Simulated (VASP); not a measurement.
A run of VASP 6.6.1 is set up as follows.

File INCAR:

```
SYSTEM = PrHRh3
PREC = Accurate
ENCUT = 520
EDIFF = 1E-7
ISMEAR = 0
SIGMA = 0.1
LREAL = .FALSE.
LASPH = .TRUE.
NELM = 60
ALGO = Normal
ISIF = 2
LWAVE = .FALSE.
LCHARG = .FALSE.
GGA = PE
NBANDS = 38
```

File KPOINTS:

```
Automatic mesh
0
G
  6 6 6
  0 0 0
```

File POSCAR:

```
PrHRh3
1.0
    2.8944322374      1.6711012314      2.3634909096
   -2.8944322374      1.6711012314      2.3634909096
    0.0000000000     -3.3422024628      2.3634909096
Pr H Rh
1 1 3
Direct
    1.0107777174      1.0107777174      1.0107777174
    0.5110120009      0.5110120009      0.5110120009
    0.5106327075      0.0106106866      0.5106327075
    0.5106327075      0.5106327075      0.0106106866
    0.0106106866      0.5106327075      0.5106327075
```

Potentials or basis: VASP PAW PBE potentials, release 64 (Pr, H, Rh_pv).

Command:

```sh
$ cat potpaw_PBE.64/Pr/POTCAR potpaw_PBE.64/H/POTCAR potpaw_PBE.64/Rh_pv/POTCAR > POTCAR
$ mpirun -np 1 vasp_std > vasp.out
```

Problem. Predict the pressure.

Solution. -0.9 GPa.

Problem. Predict the largest force.

Solution. 0.006 eV/Å.

Forces on the atoms (eV/Å):
```
Pr   0.000  0.000 -0.006
H    0.000  0.000  0.000
Rh  -0.001  0.000  0.002
Rh   0.000 -0.001  0.002
Rh   0.001  0.000  0.002
```

Caveat: spin-orbit coupling is left out, which moves the levels of the heavy elements; without U or exact exchange the open f shell lies at the Fermi level, which spoils levels, moments and volumes. Spin polarisation is off, so any magnetic state and its effect on volume and gap are missing.
